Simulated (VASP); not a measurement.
# SrMg3 (Pm-3m) in VASP: vibrations by perturbation theory with LDA

Aim: the vibrations by perturbation theory of SrMg3 with LDA.

Everything below comes from runs of VASP 6.6.1. Logs are shortened: lines on timing, memory, paths and dates and some standing lists are left out, and cuts for length are marked.

### 1 The cell of the first run

It takes space group Pm-3m (No. 221, cubic). The conventional cell has a = 4.943 Å, b = 4.943 Å, c = 4.943 Å, α = 90.00°, β = 90.00°, γ = 90.00°. Sr (site symmetry m-3m) has 12 Mg at 3.49 Å within 4.6 Å. Mg (site symmetry 4/mmm) has 4 Sr at 3.49 Å and 8 Mg at 3.49 Å within 4.6 Å.

### 2 Vibrations by perturbation theory, LDA

INCAR

```
PREC = Accurate
ENCUT = 520
EDIFF = 1E-8
ISMEAR = -1
SIGMA = 0.01
LREAL = False
LASPH = True
NELM = 100
ALGO = Normal
ISIF = 2
LWAVE = False
LCHARG = False
GGA = CA
NBANDS = 16
IBRION = 8
NSW = 1
```

KPOINTS

```
regular mesh
0
Gamma
  6 6 6
```

POSCAR

```
SrMg3
1.0
    4.9425300000      0.0000000000      0.0000000000
    0.0000000000      4.9425300000      0.0000000000
    0.0000000000      0.0000000000      4.9425300000
Sr Mg
1 3
Direct
    0.0000000000      0.0000000000      0.0000000000
    0.5000000000      0.5000000000      0.0000000000
    0.5000000000      0.0000000000      0.5000000000
    0.0000000000      0.5000000000      0.5000000000
```

Potentials or basis: VASP PAW LDA potentials, release 64 (Sr_sv, Mg).

Command:

```bash
$ cat potpaw_LDA.64/Sr_sv/POTCAR potpaw_LDA.64/Mg/POTCAR > POTCAR
$ mpirun -np 1 vasp_std > vasp.out
```

OUTCAR:

```text
PREC = Accurate
   ENCUT = 520
   EDIFF = 1E-8
   ISMEAR = -1
   LREAL = False
   LASPH = True
   NELM = 100
   ISIF = 2
   GGA = CA
   IBRION = 8
   NSW = 1

 ion  position               nearest neighbor table
   1  0.000  0.000  0.000-   2 3.49   3 3.49   4 3.49   3 3.49   4 3.49   2 3.49   4 3.49   4 3.49
                             2 3.49   3 3.49   3 3.49   2 3.49
   2  0.500  0.500  0.000-   1 3.49   3 3.49   4 3.49   3 3.49   4 3.49   1 3.49   3 3.49   3 3.49
                             1 3.49   4 3.49   4 3.49   1 3.49
   3  0.500  0.000  0.500-   1 3.49   2 3.49   4 3.49   1 3.49   2 3.49   2 3.49   4 3.49   2 3.49
                             1 3.49   4 3.49   1 3.49   4 3.49
   4  0.000  0.500  0.500-   1 3.49   2 3.49   3 3.49   1 3.49   2 3.49   1 3.49   3 3.49   1 3.49
                             2 3.49   3 3.49   2 3.49   3 3.49

  LATTYP: Found a simple cubic cell.
 ALAT       =     4.9425300000

  Lattice vectors:

 A1 = (   4.9425300000,   0.0000000000,   0.0000000000)
 A2 = (   0.0000000000,   4.9425300000,   0.0000000000)
 A3 = (   0.0000000000,   0.0000000000,   4.9425300000)

Analysis of symmetry for initial positions (statically):
=====================================================================
 Subroutine PRICEL returns:
 Original cell was already a primitive cell.

 Routine SETGRP: Setting up the symmetry group for a
 simple cubic supercell.

 Subroutine GETGRP returns: Found 48 space group operations
 (whereof 48 operations were pure point group operations)
 out of a pool of 48 trial point group operations.

The static configuration has the point symmetry O_h .

Analysis of symmetry for dynamics (positions and initial velocities):
=====================================================================
 Subroutine PRICEL returns:
 Original cell was already a primitive cell.

 Routine SETGRP: Setting up the symmetry group for a
 simple cubic supercell.

 Subroutine GETGRP returns: Found 48 space group operations
 (whereof 48 operations were pure point group operations)
 out of a pool of 48 trial point group operations.

The dynamic configuration has the point symmetry O_h .

 Subroutine INISYM returns: Found 48 space group operations
 (whereof 48 operations are pure point group operations),
 and found     1 'primitive' translations

----------------------------------------------------------------------------------------

                                     Primitive cell

  volume of cell :     120.7391

  direct lattice vectors                    reciprocal lattice vectors
     4.942530000  0.000000000  0.000000000     0.202325530  0.000000000  0.000000000
     0.000000000  4.942530000  0.000000000     0.000000000  0.202325530  0.000000000
     0.000000000  0.000000000  4.942530000     0.000000000  0.000000000  0.202325530

  length of vectors
     4.942530000  4.942530000  4.942530000     0.202325530  0.202325530  0.202325530

  position of ions in fractional coordinates (direct lattice)
     0.000000000  0.000000000  0.000000000
     0.500000000  0.500000000  0.000000000
     0.500000000  0.000000000  0.500000000
     0.000000000  0.500000000  0.500000000

  ion indices of the primitive-cell ions
   primitive index   ion index
[... 123 lines left out ...]
 val. band max:        1.7959630561   @ k =   0.5000   0.1667   0.1667
 cond. band min:       1.8206432913   @ k =   0.5000   0.1667   0.1667
 fundamental gap:      0.0246802352
 Fermi energy:         1.8052984329

 k-point     1 :       0.0000    0.0000    0.0000
  band No.  band energies     occupation
      1     -33.6356      2.00000
      2     -15.7860      2.00000
      3     -15.7860      2.00000
      4     -15.7860      2.00000
      5      -3.7049      2.00000
      6       1.2439      2.00000
[... 359 lines left out ...]
      5      -0.1200      2.00000
      6      -0.1200      2.00000
[... 8 lines left out ...]
     15       7.5709      0.00000
     16       7.5709      0.00000

------------------------ aborting loop because EDIFF is reached ----------------------------------------

  FORCE on cell =-STRESS in cart. coord.  units (eV):
  Direction    XX          YY          ZZ          XY          YZ          ZX
  --------------------------------------------------------------------------------------
  -------------------------------------------------------------------------------------
  Total       -1.4595294     -1.4595294     -1.4595294      0.0000000      0.0000000     -0.0000000
  in kB      -19.3675852    -19.3675852    -19.3675852      0.0000000      0.0000000     -0.0000000
  external PRESSURE =     -19.3675852 kB  Pullay stress =       0.0000000 kB

 VOLUME and BASIS-vectors are now :
 -----------------------------------------------------------------------------
  energy-cutoff  :      520.00
  volume of cell :      120.74
      direct lattice vectors                 reciprocal lattice vectors
     4.942530000  0.000000000  0.000000000     0.202325530  0.000000000  0.000000000
     0.000000000  4.942530000  0.000000000     0.000000000  0.202325530  0.000000000
     0.000000000  0.000000000  4.942530000     0.000000000  0.000000000  0.202325530

 POSITION                                       TOTAL-FORCE (eV/Angst)
 -----------------------------------------------------------------------------------
      0.00000      0.00000      0.00000         0.000000      0.000000      0.000000
      2.47126      2.47126      0.00000         0.000000      0.000000      0.000000
      2.47126      0.00000      2.47126         0.000000      0.000000      0.000000
      0.00000      2.47126      2.47126         0.000000      0.000000      0.000000
 -----------------------------------------------------------------------------------
    total drift:                               -0.000000     -0.000000      0.000000

  FREE ENERGIE OF THE ION-ELECTRON SYSTEM (eV)
  ---------------------------------------------------
  free  energy   TOTEN  =        -7.3064048391 eV

  energy  without entropy=       -7.3046863737  energy(sigma->0) =       -7.30554561

[... ionic steps 2 to 3 ...]

--------------------------------------- Ionic step        4  -------------------------------------------

------------------------ aborting loop because EDIFF is reached ----------------------------------------
[... 7 lines left out ...]
[... ionic steps 8 to 8 ...]

--------------------------------------- Ionic step        9  -------------------------------------------

 Free energy of the ion-electron system (eV)
  ---------------------------------------------------
  ---------------------------------------------------
  free energy    TOTEN  =        -0.00250723 eV

  energy without entropy =       -0.00250723

------------------------ aborting loop because EDIFF is reached ----------------------------------------

 INTERNAL STRAIN TENSOR  FOR ION    2  DIRECTION 3   (eV/Angst):
 -----------------------------------------------------------------------------
    -0.00011  0.00000 -0.00000
     0.00000 -0.00011  0.00000
    -0.00000  0.00000 -0.00254

 INTERNAL STRAIN TENSOR FOR ION    4 for displacements in x,y,z  (eV/Angst):
          X           Y           Z          XY          YZ          ZX
  --------------------------------------------------------------------------------
  x     0.00000     0.00000     0.00000     0.00000     0.00000     0.00000
  y     0.00000     0.00000     0.00000     0.00000     0.00000     0.00000
  z     0.00000     0.00000     0.00000     0.00000     0.00000     0.00000

 SECOND DERIVATIVES (NOT SYMMETRIZED)
 ------------------------------------
               1X          1Y          1Z          2X          2Y          2Z          3X          3Y          3Z          4X          4Y          4Z
  1X    -3.533042   -0.000000    0.000000    1.657298   -0.000000    0.000000    1.657298    0.000000   -0.000000    0.218446    0.000000    0.000000
  1Y     0.000000   -3.533042    0.000000   -0.000000    1.657298    0.000000    0.000000    0.218446    0.000000    0.000000    1.657298   -0.000000
  1Z    -0.000000    0.000000   -3.533042    0.000000    0.000000    0.218446    0.000000   -0.000000    1.657298    0.000000   -0.000000    1.657298
  2X     1.654825    0.000000    0.000000   -2.036629    0.000000    0.000000    0.171909    0.000000    0.000000    0.209895    0.000000    0.000000
  2Y     0.000000    1.654825    0.000000    0.000000   -2.036629    0.000000    0.000000    0.209895    0.000000    0.000000    0.171909    0.000000
  2Z    -0.000000    0.000000    0.217320   -0.000000   -0.000000   -0.636740    0.000000    0.000000    0.209710    0.000000    0.000000    0.209710
  3X     1.654825    0.000000    0.000000    0.171909    0.000000    0.000000   -2.036629    0.000000    0.000000    0.209895    0.000000    0.000000
  3Y    -0.000000    0.217320   -0.000000    0.000000    0.209710    0.000000   -0.000000   -0.636740   -0.000000    0.000000    0.209710    0.000000
  3Z     0.000000    0.000000    1.654825    0.000000    0.000000    0.209895    0.000000    0.000000   -2.036629    0.000000    0.000000    0.171909
  4X     0.217320   -0.000000   -0.000000    0.209710    0.000000    0.000000    0.209710    0.000000    0.000000   -0.636740   -0.000000   -0.000000
  4Y     0.000000    1.654825    0.000000    0.000000    0.171909    0.000000    0.000000    0.209895    0.000000    0.000000   -2.036629    0.000000
  4Z     0.000000    0.000000    1.654825    0.000000    0.000000    0.209895    0.000000    0.000000    0.171909    0.000000    0.000000   -2.036629

 Eigenvectors and eigenvalues of the dynamical matrix
 ----------------------------------------------------

   1 f  =    5.256439 THz    33.027178 2PiTHz  175.335920 cm-1    21.738874 meV
             X         Y         Z           dx          dy          dz
      0.000000  0.000000  0.000000    -0.088312   -0.559586    0.000171
      2.471265  2.471265  0.000000     0.090357    0.572542    0.000026
      2.471265  0.000000  2.471265     0.090357   -0.083385   -0.000175
      0.000000  2.471265  2.471265    -0.013160    0.572542   -0.000175
[... 71 lines left out ...]
  12 f/i=    0.002178 THz     0.013684 2PiTHz    0.072646 cm-1     0.009007 meV
             X         Y         Z           dx          dy          dz
      0.000000  0.000000  0.000000    -0.618524    0.403335    0.000911
      2.471265  2.471265  0.000000    -0.326026    0.212599    0.000481
      2.471265  0.000000  2.471265    -0.326026    0.212790    0.000480
      0.000000  2.471265  2.471265    -0.326319    0.212599    0.000480

--------------------------------------------------------------------------------------------------------

 ELASTIC MODULI CONTR FROM IONIC RELAXATION (kBar)
 Direction    XX          YY          ZZ          XY          YZ          ZX
 --------------------------------------------------------------------------------
 XX           0.0000      0.0000      0.0000      0.0000      0.0000      0.0000
 YY           0.0000      0.0000      0.0000      0.0000      0.0000      0.0000
 ZZ           0.0000      0.0000      0.0000      0.0000      0.0000      0.0000
 XY           0.0000      0.0000      0.0000      0.0000      0.0000      0.0000
 YZ           0.0000      0.0000      0.0000      0.0000      0.0000      0.0000
 ZX           0.0000      0.0000      0.0000      0.0000      0.0000      0.0000
 --------------------------------------------------------------------------------
```

Run time: 5.7 min. Hardware: 1 thread of AMD EPYC 9R14 (Zen 4), shared host; peak memory 0.42 GiB.

Results:

| Item | Value |
| --- | --- |
| Highest phonon frequency at Γ | 175 cm⁻¹ |

Phonon frequencies in cm⁻¹ (negative: imaginary):
```csv
q point,frequencies
"(0.000, 0.000, 0.000)",0 0 0 91 91 91 157 157 157 175 175 175
```

Caveat: the cell stands under pressure or tension, which shifts response properties.
